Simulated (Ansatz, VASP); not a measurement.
**One calculation of C, two programs**

File INCAR:

```
  PREC = Accurate
  ENCUT = 520
  EDIFF = 1E-6
  ISMEAR = 0
  SIGMA = 0.02
  LREAL = F
  LASPH = T
  NELM = 60
  ALGO = Normal
  ISIF = 2
  LWAVE = F
  LCHARG = F
  GGA = PS
  IBRION = 2
  NSW = 60
  EDIFFG = -0.002
```

Contents of KPOINTS:

```
Automatic mesh
0
Gamma
  9 9 6
```

Contents of POSCAR:

```
C
1.0
    2.4612466107      0.0000000000      0.0000000000
   -1.2306233054      2.1315020899      0.0000000000
    0.0000000000      0.0000000000      4.1653029917
C
4
Direct
    0.3333333333      0.6666666667     -0.0001040124
    0.6666666667      0.3333333333      0.4998959876
    0.3333333333      0.6666666667      0.3741040124
    0.6666666667      0.3333333333      0.8741040124
```

Input for Ansatz:

```yaml
crystal:
  lattice:
    - [2.4612466107, 0.0, 0.0]
    - [-1.2306233054, 2.1315020899, 0.0]
    - [0.0, 0.0, 4.1653029917]
  atoms:
    - { symbol: C, position: [0.3333333333, 0.6666666667, -0.0001040124] }
    - { symbol: C, position: [0.6666666667, 0.3333333333, 0.4998959876] }
    - { symbol: C, position: [0.3333333333, 0.6666666667, 0.3741040124] }
    - { symbol: C, position: [0.6666666667, 0.3333333333, 0.8741040124] }
basis:
  ecutwfc: 420
kpoints:
  mp_grid: { grid: [9, 9, 6] }
hamiltonian:
  xc: pbesol
  pseudopotentials: { kind: paw, azcp: { folder: soft_1 } }
scf:
  occupations: { method: gaussian, width: 0.02 }
output:
  forces: true
  stress: true
  eigenvalues: true
relax:
  adjacent_minimum: "off"
  f_tol: 0.002
  max_steps: 40
```

Change from the starting cell: strained cell.

Alike in both runs: task relaxation of the atoms; functional PBEsol; k mesh 9 × 9 × 6; occupations gaussian, width 0.02 eV; no spin polarisation.

|  | VASP | Ansatz |
| --- | --- | --- |
| version | VASP 6.6.1 | Ansatz 0.2.0 |
| potentials or method | VASP PAW PBE potentials, release 64 (C), cutoff 520 eV | scalar-relativistic, plane waves, PAW |
| valence electrons in the cell | 16 | 16 |

|  | VASP | Ansatz | Ansatz less VASP |
| --- | --- | --- | --- |
| gap on the k mesh at the Fermi level, each at its own relaxed structure (eV) | 2.87 | 2.89 | +0.027 |

VASP's potentials were made for PBE, not for PBEsol, and Ansatz warns of the same on its side. Ansatz's warnings: stress scf threshold loose.
